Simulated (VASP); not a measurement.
## Lu: single point with PBE

Lu:

```
CELL_PARAMETERS angstrom
-1.96115 1.96115 1.96115
1.96115 -1.96115 1.96115
1.96115 1.96115 -1.96115
ATOMIC_POSITIONS crystal
Lu 0.00000 0.00000 0.00000
```

This isn't the form of Lu at room conditions, which is hcp.

```json
{"Program": "VASP 6.6.1", "Task": "single point", "Functional": "PBE", "Potentials or basis": "VASP PAW PBE potentials, release 64 (Lu)", "Cutoff": "520 eV", "k mesh": "20 × 20 × 20", "Occupations": "fermi-dirac, width 0.0612256 eV", "Spin": "no spin polarisation"}
```

* Pressure: -0.6 GPa
* Band gap on the k mesh: zero (an odd number of electrons rules out a gap without spin polarisation)

Levels at points of the mesh, in eV from the Fermi level:
```csv
k point,band 8,band 9,band 10,band 11,band 12,band 13,band 14,band 15,band 16,band 17
"(0.00, 0.00, 0.00)",-5.22,-5.14,-5.14,-5.14,-5.12,2.09,2.09,2.09,4.25,4.25
"(0.50, 0.00, 0.00)",-5.16,-5.15,-5.14,-5.13,-2.48,0.39,0.40,4.00,4.96,6.92
"(0.50, 0.50, 0.50)",-5.19,-5.14,-5.14,-5.14,-1.43,-1.43,5.50,5.50,5.50,6.27
```

It took 120 s on 1 thread of Intel(R) Xeon(R) Platinum 8259CL CPU @ 2.50GHz (Skylake/Cascade Lake) (shared host), peak memory 0.28 GiB.

Caveat: spin-orbit coupling is left out, which moves the levels of the heavy elements.
